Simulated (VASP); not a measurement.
Input of a VASP 6.6.1 run:

INCAR

```
PREC = Accurate
ENCUT = 520
EDIFF = 1E-6
ISMEAR = -1
SIGMA = 0.05
LREAL = False
LASPH = True
NELM = 80
ALGO = Normal
ISIF = 2
LWAVE = False
LCHARG = False
GGA = CA
NBANDS = 11
```

KPOINTS

```
regular mesh
0
Gamma
  15 15 15
```

The input POSCAR:

```
SiC
1.0
    0.0000000000      1.6416045967      1.6416045967
    1.6416045967      0.0000000000      1.6416045967
    1.6416045967      1.6416045967      0.0000000000
Si C
1 1
Direct
    0.0000000000      0.0000000000      0.0000000000
    0.5000000000      0.5000000000      0.5000000000
```

Potentials or basis: VASP PAW LDA potentials, release 64 (Si, C).

The run is started by

```bash
$ cat potpaw_LDA.64/Si/POTCAR potpaw_LDA.64/C/POTCAR > POTCAR
$ mpirun -np 1 vasp_std > vasp.out
```

Task: Estimate the band gap on the k mesh.

Result: Zero (band 4 reaches 24.80 eV, above the bottom of band 5 at 23.47 eV).

Task: Predict the pressure.

Result: 538.0 GPa.
